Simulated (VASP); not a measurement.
Write the native input for VASP 6.6.1 that does the following.

```
Task                   : single point
Functional             : PBE
Potentials or basis    : VASP PAW PBE potentials, release 64 (K_sv, F)
Cutoff                 : 520 eV
k mesh                 : 6 × 6 × 6
Occupations            : gaussian, width 0.01 eV
Spin                   : no spin polarisation
Dipole correction      : no
Further INCAR settings : ALGO = Normal; EDIFF = 1e-07; NBANDS = 15
```

The structure of KF lies in POSCAR:

```
KF
1.0
    0.0000000000      2.9447736089      2.9447736089
    2.9447736089      0.0000000000      2.9447736089
    2.9447736089      2.9447736089      0.0000000000
K F
1 1
Direct
    0.0000000000      0.0000000000      0.0000000000
    0.2500000000      0.2500000000      0.2500000000
```

The input as run:

INCAR

```
SYSTEM = KF
PREC = Accurate
ENCUT = 520
EDIFF = 1E-7
ISMEAR = 0
SIGMA = 0.01
LREAL = .False.
LASPH = .True.
NELM = 100
ALGO = Normal
ISIF = 2
LWAVE = .False.
LCHARG = .False.
GGA = PE
NBANDS = 15
```

KPOINTS

```
regular mesh
0
Gamma
  6 6 6
  0 0 0
```

Potentials or basis: VASP PAW PBE potentials, release 64 (K_sv, F).

Run with:

```bash
$ cat potpaw_PBE.64/K_sv/POTCAR potpaw_PBE.64/F/POTCAR > POTCAR
$ mpirun -np 1 vasp_std > vasp.out
```

Results of the run:

```json
{"Pressure": "0.7 GPa", "Band gap on the k mesh": "5.13 eV (least direct gap 5.33 eV)"}
```

It took 20 s on 1 thread of Intel Xeon 8259CL (shared host), peak memory 0.17 GiB.
